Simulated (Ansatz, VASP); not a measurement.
**Y: VASP beside Ansatz**

INCAR

```
SYSTEM = Y
PREC     = Accurate       ! precision mode
ENCUT    = 520            ! plane-wave cutoff, eV
EDIFF    = 1E-6           ! SCF threshold, eV
ISMEAR   = -1             ! smearing method
SIGMA    = 0.1            ! smearing width, eV
LREAL    = .FALSE.        ! projectors in reciprocal space
LASPH    = .TRUE.         ! aspherical terms in the spheres
NELM     = 60             ! most SCF steps
ALGO     = Normal         ! electronic algorithm
ISIF     = 2              ! what is computed and relaxed
LWAVE    = .FALSE.        ! write WAVECAR
LCHARG   = .TRUE.         ! write CHGCAR
GGA      = RE             ! functional
LELF     = .TRUE.         ! ELF
LVHAR    = .TRUE.       
NBANDS   = 18             ! bands
```

Contents of KPOINTS:

```
regular mesh
0
G
  16 16 9
  0 0 0
```

Contents of POSCAR:

```
Y
1.0
    3.7341831819      0.0000000000      0.0000000000
   -1.8670915909      3.2338974979      0.0000000000
    0.0000000000      0.0000000000      5.8325501241
Y
2
Direct
    0.3333333333      0.6666666667      0.2500000000
    0.6666666667      0.3333333333      0.7500000000
```

Input for Ansatz:

```yaml
crystal:
  lattice:
    - [3.7341831819, 0.0, 0.0]
    - [-1.8670915909, 3.2338974979, 0.0]
    - [0.0, 0.0, 5.8325501241]
  atoms:
    - { symbol: "Y", position: [0.3333333333, 0.6666666667, 0.25] }
    - { symbol: "Y", position: [0.6666666667, 0.3333333333, 0.75] }
hamiltonian:
  xc: revpbe
  pseudopotentials:
    kind: paw
    azcp:
      "Y": "pseudopotentials/Y.paw.azcp"
basis:
  ecutwfc: 420
  fft_grid_basis: typed
kpoints:
  mp_grid: { grid: [16, 16, 9], shift: [0, 0, 0] }
magnetization:
  spin_polarized: false
scf:
  occupations: { method: fermi_dirac, width: 0.1 }
output:
  stress: true
```

Alike in both runs: task single point; functional revPBE; k mesh 16 × 16 × 9; occupations fermi-dirac, width 0.1 eV; no spin polarisation.

|  | VASP | Ansatz |
| --- | --- | --- |
| version | VASP 6.6.1 | Ansatz 0.2.0 |
| potentials or method | VASP PAW PBE potentials, release 64 (Y_sv), cutoff 520 eV | plane waves (420 eV) with PAW, scalar-relativistic |
| valence electrons in the cell | 22 | 22 |

|  | VASP | Ansatz | Ansatz less VASP |
| --- | --- | --- | --- |
| pressure (GPa) | -1.5 | -1.4 | +0.08 |

VASP's potentials were made for PBE, not for revPBE. With one functional, cell and mesh, what is left measures potentials, basis and numerics.
